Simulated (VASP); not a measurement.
# TiO2 (R-3m) in VASP: settings compared

Aim: see how the results for TiO2 move with the level of theory and the settings. Levels: PBEsol, LDA. Tasks: single point.

Program: VASP 6.6.1. These are calculated values, not measurements. Logs are shortened: lines on timing, memory, paths and dates and some standing lists are left out, and cuts for length are marked.

**1. The cell of the first run**

The structure is trigonal, space group R-3m (No. 166). Conventional cell: a = 2.995 Å, b = 2.995 Å, c = 20.945 Å, α = 90.00°, β = 90.00°, γ = 120.00°. Within 2.6 Å of Ti (site symmetry -3m) lie 6 O at 1.98 Å. Within 2.6 Å of O (site symmetry 3m) lie 3 Ti at 1.98 Å and 3 O at 2.60 Å.

**2. Single point, PBEsol**

The input, INCAR:

```
SYSTEM = TiO2
PREC     = Accurate       ! precision mode
ENCUT    = 520            ! plane-wave cutoff, eV
EDIFF    = 1E-6           ! SCF threshold, eV
ISMEAR   = -1             ! smearing method
SIGMA    = 0.05           ! smearing width, eV
LREAL    = .FALSE.        ! projectors in reciprocal space
LASPH    = .TRUE.         ! aspherical terms in the spheres
NELM     = 80             ! most SCF steps
ALGO     = Normal         ! electronic algorithm
ISIF     = 2              ! what is computed and relaxed
LWAVE    = .FALSE.        ! write WAVECAR
LCHARG   = .FALSE.        ! write CHGCAR
GGA      = PS             ! functional
NBANDS   = 19             ! bands
```

The input, KPOINTS:

```
regular mesh
0
G
  10 10 10
  0 0 0
```

The input, POSCAR:

```
TiO2
1.0
    1.4973312015      0.8644845722      6.9815443949
   -1.4973312015      0.8644845722      6.9815443949
    0.0000000000     -1.7289691445      6.9815443949
Ti O
1 2
Direct
    0.0000000000      0.0000000000      0.0000000000
    0.3795330000      0.3795330000      0.3795330000
    0.6204670000      0.6204670000      0.6204670000
```

Potentials or basis: VASP PAW PBE potentials, release 64 (Ti_sv, O).

Started as:

```bash
cat potpaw_PBE.64/Ti_sv/POTCAR potpaw_PBE.64/O/POTCAR > POTCAR
mpirun -np 1 vasp_std > vasp.out
```

OUTCAR:

```text
SYSTEM = TiO2
   PREC = Accurate
   ENCUT = 520
   EDIFF = 1E-6
   ISMEAR = -1
   LREAL = .FALSE.
   LASPH = .TRUE.
   NELM = 80
   ISIF = 2
   GGA = PS

 ion  position               nearest neighbor table
   1  0.000  0.000  0.000-   3 1.98   2 1.98   3 1.98   3 1.98   2 1.98   2 1.98
   2  0.380  0.380  0.380-   1 1.98   1 1.98   1 1.98
   3  0.620  0.620  0.620-   1 1.98   1 1.98   1 1.98

  LATTYP: Found a trigonal (rhomboedric) cell.
 ALAT       =     7.1924471802
 COS(alpha) =     0.9133213014

  Lattice vectors:

 A1 = (   1.4973312015,   0.8644845722,   6.9815443949)
 A2 = (  -1.4973312015,   0.8644845722,   6.9815443949)
 A3 = (   0.0000000000,  -1.7289691445,   6.9815443949)

Analysis of symmetry for initial positions (statically):
=====================================================================
 Subroutine PRICEL returns:
 Original cell was already a primitive cell.

 Routine SETGRP: Setting up the symmetry group for a
 trigonal (rhombohedral) supercell.

 Subroutine GETGRP returns: Found 12 space group operations
 (whereof 12 operations were pure point group operations)
 out of a pool of 12 trial point group operations.

The static configuration has the point symmetry D_3d.

Analysis of symmetry for dynamics (positions and initial velocities):
=====================================================================
 Subroutine PRICEL returns:
 Original cell was already a primitive cell.

 Routine SETGRP: Setting up the symmetry group for a
 trigonal (rhombohedral) supercell.

 Subroutine GETGRP returns: Found 12 space group operations
 (whereof 12 operations were pure point group operations)
 out of a pool of 12 trial point group operations.

The dynamic configuration has the point symmetry D_3d.

 Subroutine INISYM returns: Found 12 space group operations
 (whereof 12 operations are pure point group operations),
 and found     1 'primitive' translations

----------------------------------------------------------------------------------------

                                     Primitive cell

  volume of cell :      54.2223

  direct lattice vectors                    reciprocal lattice vectors
     1.497331201  0.864484572  6.981544395     0.333927457  0.192793107  0.047744928
    -1.497331201  0.864484572  6.981544395    -0.333927457  0.192793107  0.047744928
     0.000000000 -1.728969144  6.981544395     0.000000000 -0.385586214  0.047744928

  length of vectors
     7.192447180  7.192447180  7.192447180     0.388530960  0.388530960  0.388530960

  position of ions in fractional coordinates (direct lattice)
     0.000000000  0.000000000  0.000000000
     0.379533000  0.379533000  0.379533000
     0.620467000  0.620467000  0.620467000

  ion indices of the primitive-cell ions
   primitive index   ion index
                 1           1
                 2           2
                 3           3

----------------------------------------------------------------------------------------

 KPOINTS: regular mesh

Automatic generation of k-mesh.
 Grid dimensions read from file:
 generate k-points for:   10   10   10

 Generating k-lattice:

  Cartesian coordinates                     Fractional coordinates (reciprocal lattice)
     0.033392746  0.019279311  0.004774493     0.100000000  0.000000000  0.000000000
    -0.033392746  0.019279311  0.004774493     0.000000000  0.100000000  0.000000000
     0.000000000 -0.038558621  0.004774493     0.000000000  0.000000000  0.100000000

  Length of vectors
     0.038853096  0.038853096  0.038853096

  Shift w.r.t. Gamma in fractional coordinates (k-lattice)
     0.000000000  0.000000000  0.000000000

 Subroutine IBZKPT returns following result:
 ===========================================

 Found    116 irreducible k-points:

 Following reciprocal coordinates:
            Coordinates               Weight
  0.000000  0.000000  0.000000      1.000000
  0.100000 -0.000000 -0.000000      6.000000
  0.200000 -0.000000 -0.000000      6.000000
  0.300000  0.000000  0.000000      6.000000
  0.400000 -0.000000 -0.000000      6.000000
  0.500000 -0.000000 -0.000000      3.000000
[... 16 lines left out ...]
  0.300000  0.300000  0.000000      6.000000
  0.400000  0.300000  0.000000     12.000000
 [... further k-points ...]
   k-points           NKPTS =    116   k-points in BZ     NKDIM =    116   number of bands    NBANDS=     19
   number of dos      NEDOS =    301   number of ions     NIONS =      3
   total plane-waves  NPLWV = 157464
   dimension x,y,z NGX =    54 NGY =   54 NGZ =   54
   dimension x,y,z NGXF=   108 NGYF=  108 NGZF=  108
   ions per type =               1   2
   NGX,Y,Z   is equivalent  to a cutoff of  12.48, 12.48, 12.48 a.u.
   NGXF,Y,Z  is equivalent  to a cutoff of  24.96, 24.96, 24.96 a.u.
 SYSTEM =  TiO2
   PREC   = accura    normal or accurate (medium, high low for compatibility)
   ISTART =      0    job   : 0-new  1-cont  2-samecut
   ICHARG =      2    charge: 1-file 2-atom 10-const
   ISPIN  =      1    spin polarized calculation?
   LNONCOLLINEAR =      F non collinear calculations
   LSORBIT =      F    spin-orbit coupling
   LASPH  =      T    aspherical Exc in radial PAW
   ENCUT  =  520.0 eV  38.22 Ry    6.18 a.u.  13.37 13.37 13.37*2*pi/ulx,y,z
   NELM   =     80;   NELMIN=  2; NELMDL= -5     # of ELM steps
   EDIFF  = 0.1E-05   stopping-criterion for ELM
   LREAL  =      F    real-space projection
   EDIFFG = 0.1E-04   stopping-criterion for IOM
   NSW    =      0    number of steps for IOM
   IBRION =     -1    ionic relax: 0-MD 1-quasi-New 2-CG
   NFREE  =      0    steps in history (QN), initial steepest desc. (CG)
   ISIF   =      2    stress and relaxation
   ISYM   =      2    0-nonsym 1-usesym 2-fastsym
   POTIM  = 0.5000    time-step for ionic-motion
   TEBEG  =    0.0;   TEEND  =   0.0 temperature during run
   PSTRESS=    0.0 pullay stress
   NELECT =      24.0000    total number of electrons
   NUPDOWN=      -1.0000    fix difference up-down
   EMIN   =  10.00;   EMAX   =-10.00  energy-range for DOS
   EFERMI =   0.00;   METHOD = LEGACY
   ISMEAR =    -1;   SIGMA  =   0.05  broadening in eV -4-tet -1-fermi 0-gaus
   EFERMI_NEDOS =   21; number of points for ismear=-14 and -15
   IALGO  =     38    algorithm
   IMIX   =      4    mixing-type and parameters
     AMIX     =   0.40;   BMIX     =  1.00
     AMIX_MAG =   1.60;   BMIX_MAG =  1.00
  volume/ion in A,a.u.               =      18.07       121.97
  Fermi-wavevector in a.u.,A,eV,Ry     =   1.247630  2.357680 21.178579  1.556582
  Thomas-Fermi vector in A             =   2.381754
   LORBIT       =      0    0 simple, 1 ext, 2 COOP (PROOUT), +10 PAW based schemes
   GGA     = PS    functional components
   LHFCALC =     F    Hartree Fock is set to
   AEXX    =    0.0000 exact exchange contribution
   IVDW    =     0    specifies the selected vdW correction
   LEPSILON=     F    determine dielectric tensor
   LRPA    =     F    only Hartree local field effects (RPA)
 non-spin polarized calculation
  energy-cutoff  :      520.00
  volume of cell :       54.22
 maximum number of plane-waves:      1507
 NGX is ok and might be reduce to    54
   NGX = 27   NGY = 27   NGZ = 27

 number of electron      24.0000006 magnetization

 Free energy of the ion-electron system (eV)
  ---------------------------------------------------
  ext. energy  EPLUGINS =         0.00000000
  ---------------------------------------------------
  free energy    TOTEN  =       -27.63123269 eV

  energy without entropy =      -27.63123269  energy(sigma->0) =      -27.63123269

 E-fermi :  -0.0038     XC(G=0):  -7.7381

 val. band max:       -1.1835154405   @ k =  -0.2000   0.1000   0.0000
 cond. band min:       1.4605372424   @ k =   0.0000   0.0000   0.0000
 fundamental gap:      2.6440526828
 Fermi energy:        -0.0038338633

 k-point     1 :       0.0000    0.0000    0.0000
  band No.  band energies     occupation
      1     -57.3063      2.00000
      2     -33.6781      2.00000
      3     -33.3971      2.00000
      4     -33.3971      2.00000
      5     -18.5074      2.00000
      6     -16.7247      2.00000
[... 11 lines left out ...]
     18       5.9251      0.00000
     19       9.0722      0.00000

 k-point     2 :       0.1000   -0.0000   -0.0000
  band No.  band energies     occupation
      1     -57.2995      2.00000
      2     -33.6661      2.00000
      3     -33.4548      2.00000
      4     -33.4079      2.00000
      5     -18.3778      2.00000
      6     -16.7907      2.00000
[... 11 lines left out ...]
     18       6.2352      0.00000
     19       9.4388      0.00000

 k-point     3 :       0.2000   -0.0000   -0.0000
  band No.  band energies     occupation
      1     -57.2818      2.00000
      2     -33.6378      2.00000
      3     -33.5997      2.00000
      4     -33.4361      2.00000
      5     -18.0423      2.00000
      6     -16.9524      2.00000
[... 11 lines left out ...]
     18       7.0350      0.00000
     19      10.1900      0.00000

 k-point     4 :       0.3000    0.0000    0.0000
  band No.  band energies     occupation
      1     -57.2598      2.00000
      2     -33.7837      2.00000
      3     -33.5923      2.00000
      4     -33.4707      2.00000
      5     -17.6778      2.00000
      6     -17.0837      2.00000
[... 11 lines left out ...]
     18       8.1268      0.00000
     19      11.0252      0.00000

 k-point     5 :       0.4000   -0.0000   -0.0000
  band No.  band energies     occupation
      1     -57.2420      2.00000
      2     -33.9238      2.00000
      3     -33.5599      2.00000
      4     -33.4986      2.00000
      5     -17.5794      2.00000
      6     -16.9744      2.00000
[... 11 lines left out ...]
     18       9.4231      0.00000
     19      11.9193      0.00000

 k-point     6 :       0.5000   -0.0000   -0.0000
  band No.  band energies     occupation
      1     -57.2351      2.00000
      2     -33.9765      2.00000
      3     -33.5474      2.00000
      4     -33.5092      2.00000
      5     -17.6029      2.00000
      6     -16.8658      2.00000
[... 11 lines left out ...]
     18      10.6073      0.00000
     19      11.2009      0.00000

 k-point     7 :       0.1000    0.1000   -0.0000
  band No.  band energies     occupation
      1     -57.2995      2.00000
      2     -33.6660      2.00000
      3     -33.4548      2.00000
      4     -33.4079      2.00000
      5     -18.3778      2.00000
      6     -16.7908      2.00000
[... 11 lines left out ...]
     18       6.2732      0.00000
     19       9.3414      0.00000

 k-point     8 :       0.2000    0.1000   -0.0000
  band No.  band energies     occupation
      1     -57.2873      2.00000
      2     -33.6444      2.00000
      3     -33.5535      2.00000
      4     -33.4315      2.00000
      5     -18.1435      2.00000
      6     -16.9062      2.00000
[... 256 lines left out ...]
 k-point    20 :      -0.4000    0.2000    0.0000
  band No.  band energies     occupation
      1     -57.2296      2.00000
      2     -33.9013      2.00000
      3     -33.6417      2.00000
      4     -33.5390      2.00000
      5     -17.3919      2.00000
      6     -17.0145      2.00000
[... 11 lines left out ...]
     18      11.6294      0.00000
     19      11.7587      0.00000

 k-point    21 :      -0.3000    0.2000    0.0000
  band No.  band energies     occupation
      1     -57.2351      2.00000
      2     -33.8773      2.00000
      3     -33.6158      2.00000
      4     -33.5466      2.00000
      5     -17.3550      2.00000
      6     -17.1200      2.00000
[... 11 lines left out ...]
     18      10.2465      0.00000
     19      12.1906      0.00000

 k-point    22 :      -0.2000    0.2000    0.0000
  band No.  band energies     occupation
      1     -57.2496      2.00000
      2     -33.8077      2.00000
      3     -33.5845      2.00000
      4     -33.5359      2.00000
      5     -17.4413      2.00000
      6     -17.2055      2.00000
[... 11 lines left out ...]
     18       8.8915      0.00000
     19      11.3771      0.00000

 k-point    23 :       0.3000    0.3000    0.0000
  band No.  band energies     occupation
      1     -57.2598      2.00000
      2     -33.7837      2.00000
      3     -33.5923      2.00000
      4     -33.4707      2.00000
      5     -17.6779      2.00000
      6     -17.0835      2.00000
[... 11 lines left out ...]
     18       8.4192      0.00000
     19      10.2763      0.00000

 k-point    24 :       0.4000    0.3000    0.0000
  band No.  band energies     occupation
      1     -57.2475      2.00000
      2     -33.8552      2.00000
      3     -33.5727      2.00000
      4     -33.5146      2.00000
      5     -17.5195      2.00000
      6     -17.1016      2.00000
[... 11 lines left out ...]
     18       9.2008      0.00000
     19      10.8632      0.00000

 [... further k-points ...]
[... 5 lines left out ...]
  --------------------------------------------------------------------------------------
  -------------------------------------------------------------------------------------
  Total       -1.5660847     -1.5660847     -0.7927353      0.0000000      0.0000000      0.0000000
  in kB      -46.2751627    -46.2751627    -23.4239901      0.0000000      0.0000000      0.0000000
  external PRESSURE =     -38.6581052 kB  Pullay stress =       0.0000000 kB

 VOLUME and BASIS-vectors are now :
 -----------------------------------------------------------------------------
  energy-cutoff  :      520.00
  volume of cell :       54.22
      direct lattice vectors                 reciprocal lattice vectors
     1.497331201  0.864484572  6.981544395     0.333927457  0.192793107  0.047744928
    -1.497331201  0.864484572  6.981544395    -0.333927457  0.192793107  0.047744928
     0.000000000 -1.728969144  6.981544395     0.000000000 -0.385586214  0.047744928

 POSITION                                       TOTAL-FORCE (eV/Angst)
 -----------------------------------------------------------------------------------
      0.00000      0.00000      0.00000         0.000000     -0.000000     -0.000000
      0.00000     -0.00000      7.94918         0.000000      0.000000     -0.384885
      0.00000     -0.00000     12.99545         0.000000     -0.000000      0.384885
 -----------------------------------------------------------------------------------
    total drift:                                0.000000      0.000000     -0.000000

  FREE ENERGIE OF THE ION-ELECTRON SYSTEM (eV)
  ---------------------------------------------------
  free  energy   TOTEN  =       -27.6312326907 eV

  energy  without entropy=      -27.6312326907  energy(sigma->0) =      -27.63123269
```

Wall time 18 min (1 thread of Intel Xeon Platinum 8488C (Sapphire Rapids), shared host); peak memory 0.43 GiB.

What came out:

```
Free energy            : -27.6312 eV
Pressure               : -3.9 GPa
Largest force          : 0.385 eV/Å
Band gap on the k mesh : 2.64 eV, indirect (least direct gap 2.83 eV)
```

Forces on the atoms (eV/Å):
```
Ti   0.000  0.000  0.000
O    0.000  0.000 -0.385
O    0.000  0.000  0.385
```

Caveat: the PAW data sets were made with another functional, which shifts forces and pressure a little.

**3. Single point, PBEsol**

INCAR is that of step 2.

KPOINTS is that of step 2.

POSCAR is that of step 2.

Potentials or basis: VASP PAW PBE potentials, release 64 (Ti_sv, O).

Started as:

```bash
cat potpaw_PBE.64/Ti_sv/POTCAR potpaw_PBE.64/O/POTCAR > POTCAR
mpirun -np 1 vasp_std > vasp.out
```

OUTCAR:

```text
SYSTEM = TiO2
   PREC = Accurate
   ENCUT = 520
   EDIFF = 1E-6
   ISMEAR = -1
   LREAL = .FALSE.
   LASPH = .TRUE.
   NELM = 80
   ISIF = 2
   GGA = PS

 ion  position               nearest neighbor table
   1  0.000  0.000  0.000-   3 1.98   2 1.98   3 1.98   3 1.98   2 1.98   2 1.98
   2  0.380  0.380  0.380-   1 1.98   1 1.98   1 1.98
   3  0.620  0.620  0.620-   1 1.98   1 1.98   1 1.98

  LATTYP: Found a trigonal (rhomboedric) cell.
 ALAT       =     7.1924471802
 COS(alpha) =     0.9133213014

  Lattice vectors:

 A1 = (   1.4973312015,   0.8644845722,   6.9815443949)
[... 699 lines left out ...]
      6     -17.1016      2.00000
[... 11 lines left out ...]
     18       9.2008      0.00000
     19      10.8632      0.00000

 [... further k-points ...]
[... 5 lines left out ...]
  --------------------------------------------------------------------------------------
  -------------------------------------------------------------------------------------
  Total       -1.5660847     -1.5660847     -0.7927353      0.0000000      0.0000000      0.0000000
  in kB      -46.2751631    -46.2751631    -23.4239913      0.0000000      0.0000000      0.0000000
  external PRESSURE =     -38.6581058 kB  Pullay stress =       0.0000000 kB

 VOLUME and BASIS-vectors are now :
 -----------------------------------------------------------------------------
  energy-cutoff  :      520.00
  volume of cell :       54.22
      direct lattice vectors                 reciprocal lattice vectors
     1.497331201  0.864484572  6.981544395     0.333927457  0.192793107  0.047744928
    -1.497331201  0.864484572  6.981544395    -0.333927457  0.192793107  0.047744928
     0.000000000 -1.728969144  6.981544395     0.000000000 -0.385586214  0.047744928

 POSITION                                       TOTAL-FORCE (eV/Angst)
 -----------------------------------------------------------------------------------
      0.00000      0.00000      0.00000         0.000000     -0.000000      0.000000
      0.00000     -0.00000      7.94918         0.000000      0.000000     -0.384885
      0.00000     -0.00000     12.99545         0.000000     -0.000000      0.384885
 -----------------------------------------------------------------------------------
    total drift:                                0.000000     -0.000000     -0.000000

  FREE ENERGIE OF THE ION-ELECTRON SYSTEM (eV)
  ---------------------------------------------------
  free  energy   TOTEN  =       -27.6312326907 eV

  energy  without entropy=      -27.6312326907  energy(sigma->0) =      -27.63123269
```

OSZICAR:

```text
N       E                     dE             d eps       ncg     rms          rms(c)
DAV:   1     0.265506857996E+03    0.26551E+03   -0.12534E+04  4408   0.131E+03
DAV:   2    -0.821633506060E+01   -0.27372E+03   -0.26156E+03  5184   0.375E+02
DAV:   3    -0.342870812862E+02   -0.26071E+02   -0.25859E+02  5226   0.125E+02
DAV:   4    -0.355612576687E+02   -0.12742E+01   -0.12722E+01  6662   0.246E+01
DAV:   5    -0.355826629851E+02   -0.21405E-01   -0.21403E-01  5119   0.308E+00    0.217E+01
DAV:   6    -0.284761576741E+02    0.71065E+01   -0.40786E+01  5312   0.749E+01    0.968E+00
DAV:   7    -0.278426341005E+02    0.63352E+00   -0.11199E+01  4878   0.301E+01    0.701E+00
DAV:   8    -0.276537888306E+02    0.18885E+00   -0.16400E+00  4519   0.149E+01    0.185E+00
DAV:   9    -0.276659594388E+02   -0.12171E-01   -0.14631E-01  5687   0.309E+00    0.182E+00
DAV:  10    -0.276350965188E+02    0.30863E-01   -0.73211E-02  4711   0.307E+00    0.815E-01
DAV:  11    -0.276310236625E+02    0.40729E-02   -0.28991E-02  4826   0.189E+00    0.149E-01
DAV:  12    -0.276312401537E+02   -0.21649E-03   -0.35331E-03  4526   0.779E-01    0.136E-01
DAV:  13    -0.276312634274E+02   -0.23274E-04   -0.73582E-04  4439   0.218E-01    0.426E-02
DAV:  14    -0.276312537038E+02    0.97236E-05   -0.19969E-04  5123   0.147E-01    0.467E-02
DAV:  15    -0.276312333169E+02    0.20387E-04   -0.11516E-04  4498   0.129E-01    0.907E-03
DAV:  16    -0.276312326907E+02    0.62622E-06   -0.76817E-06  5356   0.274E-02
   1 F= -.27631233E+02 E0= -.27631233E+02  d E =-.180839E-10
```

Wall time 5.9 min (1 thread of AMD EPYC 9R45 (Zen 5), shared host); peak memory 0.41 GiB.

What came out:

```yaml
Free_energy: -27.6312 eV
Pressure: -3.9 GPa
Largest_force: 0.385 eV/Å
Band_gap_on_the_k_mesh: 2.64 eV, indirect (least direct gap 2.83 eV)
```

Forces in eV/Å, atoms in the order of the input:
```
Ti   0.000  0.000  0.000
O    0.000  0.000 -0.385
O    0.000  0.000  0.385
```

Caveat: the PAW data sets were made with another functional, which shifts forces and pressure a little. A hybrid or GW would open this gap; PBEsol tends to underestimate it.

(Part 1 of 2 ends here.)
